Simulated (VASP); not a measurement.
Wanted: the native input for a VASP 6.6.1 run.

```
Task                   : electric field gradients
Functional             : LDA
Potentials or basis    : VASP PAW LDA potentials, release 64 (Y_sv, S)
Cutoff                 : 520 eV
k mesh                 : 8 × 8 × 8
Occupations            : fermi-dirac, width 0.01 eV
Spin                   : no spin polarisation
Dipole correction      : no
Further INCAR settings : ALGO = Normal; EDIFF = 1e-08; NBANDS = 16
```

The structure of YS lies in POSCAR:

```
YS
1.0
    0.0000000000      2.7974607202      2.7974607202
    2.7974607202      0.0000000000      2.7974607202
    2.7974607202      2.7974607202      0.0000000000
Y S
1 1
Direct
    0.5000000000      0.5000000000      0.5000000000
    0.0000000000      0.0000000000      0.0000000000
```

One way to write it, as run:

INCAR

```
SYSTEM = YS
ALGO = Normal
EDIFF = 1E-8
ENCUT = 520
GGA = CA
ISIF = 2
ISMEAR = -1
LASPH = .TRUE.
LCHARG = .FALSE.
LEFG = .TRUE.
LREAL = .FALSE.
LWAVE = .FALSE.
NBANDS = 16
NELM = 80
PREC = Accurate
SIGMA = 0.01
```

KPOINTS

```
k-points
0
G
  8 8 8
  0 0 0
```

Potentials or basis: VASP PAW LDA potentials, release 64 (Y_sv, S).

Command:

```console
$ cat potpaw_LDA.64/Y_sv/POTCAR potpaw_LDA.64/S/POTCAR > POTCAR
$ mpirun -np 1 vasp_std > vasp.out
```

It gave:

- Pressure: -8.5 GPa
- Band gap on the k mesh: zero (an odd number of electrons rules out a gap without spin polarisation)
- Largest electric field gradient by atom: zero within the noise of the run

Caveat: the cell stands under tension.

Run time: 41 s on 1 thread of Intel Xeon 8259CL, with other jobs on the host, peak memory 0.17 GiB.
